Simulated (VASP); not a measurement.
# HfN (Fm-3m) in VASP: notebook

Runs on HfN. Level: PBEsol. Tasks: single point, relaxation of cell and atoms.

Program: VASP 6.6.1. These are calculated values, not measurements. Logs are shortened: lines on timing, memory, paths and dates and some standing lists are left out, and cuts for length are marked.

## 1. The cell of the first run

The structure is cubic, space group Fm-3m (No. 225). Conventional cell: a = 4.512 Å, b = 4.512 Å, c = 4.512 Å, α = 90.00°, β = 90.00°, γ = 90.00°. Hf (site symmetry m-3m) has 6 N at 2.26 Å within 3.0 Å. N (site symmetry m-3m) has 6 Hf at 2.26 Å within 3.0 Å.

## 2. Single point, PBEsol

INCAR

```
ALGO = Normal
EDIFF = 1E-6
ENCUT = 520
GGA = PS
ISIF = 2
ISMEAR = 1
LASPH = T
LCHARG = T
LELF = T
LREAL = F
LVHAR = T
LWAVE = F
NBANDS = 14
NELM = 100
PREC = Accurate
SIGMA = 0.1
```

KPOINTS

```
k-points
0
Gamma
  10 10 10
```

POSCAR

```
HfN
1.0
    3.1904660000      0.0000000000      0.0000000000
    1.5952330000      2.7630246059      0.0000000000
    1.5952330000      0.9210082020      2.6050045806
Hf N
1 1
Direct
    0.0000000000      0.0000000000      0.0000000000
    0.5000000000      0.5000000000      0.5000000000
```

Potentials or basis: VASP PAW PBE potentials, release 64 (Hf_pv, N).

Started as:

```
$ cat potpaw_PBE.64/Hf_pv/POTCAR potpaw_PBE.64/N/POTCAR > POTCAR
$ mpirun -np 1 vasp_std > vasp.out
```

OUTCAR:

```text
EDIFF = 1E-6
   ENCUT = 520
   GGA = PS
   ISIF = 2
   ISMEAR = 1
   LASPH = T
   LREAL = F
   NELM = 100
   PREC = Accurate

 ion  position               nearest neighbor table
   1  0.000  0.000  0.000-   2 2.26   2 2.26   2 2.26   2 2.26   2 2.26   2 2.26
   2  0.500  0.500  0.500-   1 2.26   1 2.26   1 2.26   1 2.26   1 2.26   1 2.26

  LATTYP: Found a face centered cubic cell.
 ALAT       =     4.5120002875

  Lattice vectors:

 A1 = (   3.1904660000,   0.0000000000,   0.0000000000)
 A2 = (   1.5952330000,   2.7630246059,   0.0000000000)
 A3 = (   1.5952330000,   0.9210082020,   2.6050045806)

Analysis of symmetry for initial positions (statically):
=====================================================================
 Subroutine PRICEL returns:
 Original cell was already a primitive cell.

 Routine SETGRP: Setting up the symmetry group for a
 face centered cubic supercell.

 Subroutine GETGRP returns: Found 48 space group operations
 (whereof 48 operations were pure point group operations)
 out of a pool of 48 trial point group operations.

The static configuration has the point symmetry O_h .

Analysis of symmetry for dynamics (positions and initial velocities):
=====================================================================
 Subroutine PRICEL returns:
 Original cell was already a primitive cell.

 Routine SETGRP: Setting up the symmetry group for a
 face centered cubic supercell.

 Subroutine GETGRP returns: Found 48 space group operations
 (whereof 48 operations were pure point group operations)
 out of a pool of 48 trial point group operations.

The dynamic configuration has the point symmetry O_h .

 Subroutine INISYM returns: Found 48 space group operations
 (whereof 48 operations are pure point group operations),
 and found     1 'primitive' translations

----------------------------------------------------------------------------------------

                                     Primitive cell

  volume of cell :      22.9640

  direct lattice vectors                    reciprocal lattice vectors
     3.190466000  0.000000000  0.000000000     0.313433837 -0.180961110 -0.127958828
     1.595233000  2.763024606  0.000000000     0.000000000  0.361922220 -0.127958828
     1.595233000  0.921008202  2.605004581     0.000000000  0.000000000  0.383876484

  length of vectors
     3.190466000  3.190466000  3.190466000     0.383876484  0.383876484  0.383876484

  position of ions in fractional coordinates (direct lattice)
     0.000000000  0.000000000  0.000000000
     0.500000000  0.500000000  0.500000000

  ion indices of the primitive-cell ions
   primitive index   ion index
                 1           1
                 2           2

----------------------------------------------------------------------------------------

 KPOINTS: k-points

Automatic generation of k-mesh.
 Grid dimensions read from file:
 generate k-points for:   10   10   10

 Generating k-lattice:

  Cartesian coordinates                     Fractional coordinates (reciprocal lattice)
     0.031343384 -0.018096111 -0.012795883     0.100000000  0.000000000  0.000000000
     0.000000000  0.036192222 -0.012795883     0.000000000  0.100000000 -0.000000000
     0.000000000  0.000000000  0.038387648     0.000000000  0.000000000  0.100000000

  Length of vectors
     0.038387648  0.038387648  0.038387648

  Shift w.r.t. Gamma in fractional coordinates (k-lattice)
     0.000000000  0.000000000  0.000000000

 Subroutine IBZKPT returns following result:
 ===========================================

 Found     47 irreducible k-points:

 Following reciprocal coordinates:
            Coordinates               Weight
  0.000000  0.000000  0.000000      1.000000
  0.100000  0.000000  0.000000      8.000000
  0.200000  0.000000  0.000000      8.000000
  0.300000 -0.000000 -0.000000      8.000000
  0.400000  0.000000  0.000000      8.000000
  0.500000 -0.000000  0.000000      4.000000
[... 16 lines left out ...]
  0.300000  0.300000 -0.000000      6.000000
  0.400000  0.300000  0.000000     24.000000
 [... further k-points ...]
   k-points           NKPTS =     47   k-points in BZ     NKDIM =     47   number of bands    NBANDS=     14
   number of dos      NEDOS =    301   number of ions     NIONS =      2
   total plane-waves  NPLWV =  13824
   dimension x,y,z NGX =    24 NGY =   24 NGZ =   24
   dimension x,y,z NGXF=    48 NGYF=   48 NGZF=   48
   ions per type =               1   1
   NGX,Y,Z   is equivalent  to a cutoff of  12.51, 12.51, 12.51 a.u.
   NGXF,Y,Z  is equivalent  to a cutoff of  25.01, 25.01, 25.01 a.u.
 SYSTEM =  unknown system
   PREC   = accura    normal or accurate (medium, high low for compatibility)
   ISTART =      0    job   : 0-new  1-cont  2-samecut
   ICHARG =      2    charge: 1-file 2-atom 10-const
   ISPIN  =      1    spin polarized calculation?
   LNONCOLLINEAR =      F non collinear calculations
   LSORBIT =      F    spin-orbit coupling
   LASPH  =      T    aspherical Exc in radial PAW
   ENCUT  =  520.0 eV  38.22 Ry    6.18 a.u.   5.93  5.93  5.93*2*pi/ulx,y,z
   NELM   =    100;   NELMIN=  2; NELMDL= -5     # of ELM steps
   EDIFF  = 0.1E-05   stopping-criterion for ELM
   LREAL  =      F    real-space projection
   EDIFFG = 0.1E-04   stopping-criterion for IOM
   NSW    =      0    number of steps for IOM
   IBRION =     -1    ionic relax: 0-MD 1-quasi-New 2-CG
   NFREE  =      0    steps in history (QN), initial steepest desc. (CG)
   ISIF   =      2    stress and relaxation
   ISYM   =      2    0-nonsym 1-usesym 2-fastsym
   POTIM  = 0.5000    time-step for ionic-motion
   TEBEG  =    0.0;   TEEND  =   0.0 temperature during run
   PSTRESS=    0.0 pullay stress
   NELECT =      15.0000    total number of electrons
   NUPDOWN=      -1.0000    fix difference up-down
   EMIN   =  10.00;   EMAX   =-10.00  energy-range for DOS
   EFERMI =   0.00;   METHOD = LEGACY
   ISMEAR =     1;   SIGMA  =   0.10  broadening in eV -4-tet -1-fermi 0-gaus
   EFERMI_NEDOS =   21; number of points for ismear=-14 and -15
   IALGO  =     38    algorithm
   IMIX   =      4    mixing-type and parameters
     AMIX     =   0.40;   BMIX     =  1.00
     AMIX_MAG =   1.60;   BMIX_MAG =  1.00
  volume/ion in A,a.u.               =      11.48        77.48
  Fermi-wavevector in a.u.,A,eV,Ry     =   1.420440  2.684242 27.451780  2.017649
  Thomas-Fermi vector in A             =   2.541355
   LORBIT       =      0    0 simple, 1 ext, 2 COOP (PROOUT), +10 PAW based schemes
   GGA     = PS    functional components
   LHFCALC =     F    Hartree Fock is set to
   AEXX    =    0.0000 exact exchange contribution
   IVDW    =     0    specifies the selected vdW correction
   LEPSILON=     F    determine dielectric tensor
   LRPA    =     F    only Hartree local field effects (RPA)
 non-spin polarized calculation
 Methfessel and Paxton  Order N= 1 SIGMA  =   0.10
  energy-cutoff  :      520.00
  volume of cell :       22.96
 maximum number of plane-waves:       636
   NGX = 11   NGY = 11   NGZ = 11

 number of electron      15.0000001 magnetization

 Free energy of the ion-electron system (eV)
  ---------------------------------------------------
  ext. energy  EPLUGINS =         0.00000000
  ---------------------------------------------------
  free energy    TOTEN  =       -22.98178392 eV

  energy without entropy =      -22.98102518  energy(sigma->0) =      -22.98153101

 E-fermi :   8.2616     XC(G=0): -12.9145

 val. band max:        8.2206386483   @ k =  -0.4000   0.3000   0.0000
 cond. band min:       8.2785163945   @ k =  -0.1000   0.1000  -0.0000
 fundamental gap:      0.0578777462
 Fermi energy:         8.2616190180

 k-point     1 :       0.0000    0.0000    0.0000
  band No.  band energies     occupation
      1     -22.8042      2.00000
      2     -22.8042      2.00000
      3     -22.8042      2.00000
      4      -9.2329      2.00000
      5       5.2391      2.00000
      6       5.2391      2.00000
      7       5.2391      2.00000
      8       7.8631      2.00000
      9       7.8631      2.00000
     10       7.8631      2.00000
     11      10.0814     -0.00000
     12      10.1903     -0.00000
     13      10.1903     -0.00000
     14      17.7829      0.00000

 k-point     2 :       0.1000    0.0000    0.0000
  band No.  band energies     occupation
      1     -22.9077      2.00000
      2     -22.8128      2.00000
      3     -22.8128      2.00000
      4      -8.9996      2.00000
      5       4.3056      2.00000
      6       4.6850      2.00000
      7       4.6850      2.00000
      8       8.0969      2.04176
      9       8.1932      1.90826
     10       8.1932      1.90826
     11      10.7842      0.00000
     12      10.9396      0.00000
     13      10.9396      0.00000
     14      18.5556      0.00000

 k-point     3 :       0.2000    0.0000    0.0000
  band No.  band energies     occupation
      1     -23.1679      2.00000
      2     -22.8352      2.00000
      3     -22.8352      2.00000
      4      -8.3726      2.00000
      5       2.6191      2.00000
      6       3.6782      2.00000
      7       3.6782      2.00000
      8       8.4860     -0.00674
      9       9.0155     -0.00000
     10       9.0155     -0.00000
     11      12.2353      0.00000
     12      12.6261      0.00000
     13      12.6261      0.00000
     14      20.3976      0.00000
[... 324 lines left out ...]
 k-point    23 :       0.3000    0.3000   -0.0000
  band No.  band energies     occupation
      1     -23.3851      2.00000
      2     -23.0126      2.00000
      3     -23.0126      2.00000
      4      -7.9167      2.00000
      5       1.4069      2.00000
      6       4.3853      2.00000
      7       4.3853      2.00000
      8       5.2800      2.00000
      9      11.4883      0.00000
     10      12.0192      0.00000
     11      12.3604      0.00000
     12      12.3604      0.00000
     13      17.2819      0.00000
     14      20.4883      0.00000

 k-point    24 :       0.4000    0.3000    0.0000
  band No.  band energies     occupation
      1     -23.4964      2.00000
      2     -23.0752      2.00000
      3     -23.0454      2.00000
      4      -7.8045      2.00000
      5       1.6258      2.00000
      6       3.6221      2.00000
      7       4.1227      2.00000
      8       5.7394      2.00000
      9      12.3330      0.00000
     10      12.8516      0.00000
     11      13.0236      0.00000
     12      13.0874      0.00000
     13      17.4443      0.00000
     14      19.5524      0.00000

 [... further k-points ...]
[... 5 lines left out ...]
  --------------------------------------------------------------------------------------
  -------------------------------------------------------------------------------------
  Total       -0.5860050     -0.5860050     -0.5860050      0.0000000     -0.0000000     -0.0000000
  in kB      -40.8850489    -40.8850489    -40.8850489      0.0000000     -0.0000000     -0.0000000
  external PRESSURE =     -40.8850489 kB  Pullay stress =       0.0000000 kB

 VOLUME and BASIS-vectors are now :
 -----------------------------------------------------------------------------
  energy-cutoff  :      520.00
  volume of cell :       22.96
      direct lattice vectors                 reciprocal lattice vectors
     3.190466000  0.000000000  0.000000000     0.313433837 -0.180961110 -0.127958828
     1.595233000  2.763024606  0.000000000     0.000000000  0.361922220 -0.127958828
     1.595233000  0.921008202  2.605004581     0.000000000  0.000000000  0.383876484

 POSITION                                       TOTAL-FORCE (eV/Angst)
 -----------------------------------------------------------------------------------
      0.00000      0.00000      0.00000         0.000000      0.000000      0.000000
      3.19047      1.84202      1.30250        -0.000000     -0.000000      0.000000
 -----------------------------------------------------------------------------------
    total drift:                               -0.000000      0.000000     -0.000000

  FREE ENERGIE OF THE ION-ELECTRON SYSTEM (eV)
  ---------------------------------------------------
  free  energy   TOTEN  =       -22.9817839203 eV

  energy  without entropy=      -22.9810251754  energy(sigma->0) =      -22.98153101
```

Run time: 7 s. Hardware: 1 thread of Intel Xeon Platinum 8559C (Emerald Rapids), shared host; peak memory 0.15 GiB.

What came out:

```yaml
Free_energy: -22.9818 eV
Pressure: -4.1 GPa
```

Caveat: the PAW data sets were made with another functional, which shifts forces and pressure a little; spin-orbit coupling is left out, which moves the levels of the heavy elements.

(Part 1 of 3 ends here.)
